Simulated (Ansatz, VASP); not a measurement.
# BiTe in VASP and in Ansatz

```
CELL_PARAMETERS angstrom
-0.03235 3.23500 3.23500
3.23500 -0.03235 3.23500
3.20265 3.20265 0.00000
ATOMIC_POSITIONS crystal
Bi 0.00000 0.00000 0.00000
Te 0.50000 0.50000 0.50000
```

Change from the starting cell: strain -0.0200 x Voigt [0, 0, 0, 0, 0, 1], atoms carried along.

Alike in both runs: task single point; functional PBEsol; k mesh 14 × 14 × 14; occupations gaussian, width 0.15 eV; no spin polarisation.

|  | VASP | Ansatz |
| --- | --- | --- |
| version | VASP 6.6.1 | Ansatz 0.2.0 |
| potentials or method | VASP PAW PBE potentials, release 64 (Bi_d, Te), cutoff 520 eV | scalar-relativistic, plane waves, PAW |
| valence electrons in the cell | 21 | 31 |

```csv
,VASP,Ansatz,Ansatz less VASP
gap on the k mesh at the Fermi level (eV),none,none,-
pressure (GPa),-1.7,-1.7,+0.02
```

VASP's potentials were made for PBE, not for PBEsol. A gap of «none» marks a metal or a gap that the smearing closes. VASP's potentials hold 21 valence electrons a cell and Ansatz's 31, so a difference there can come from the potentials and not from the codes.

Spin-orbit coupling is off throughout.
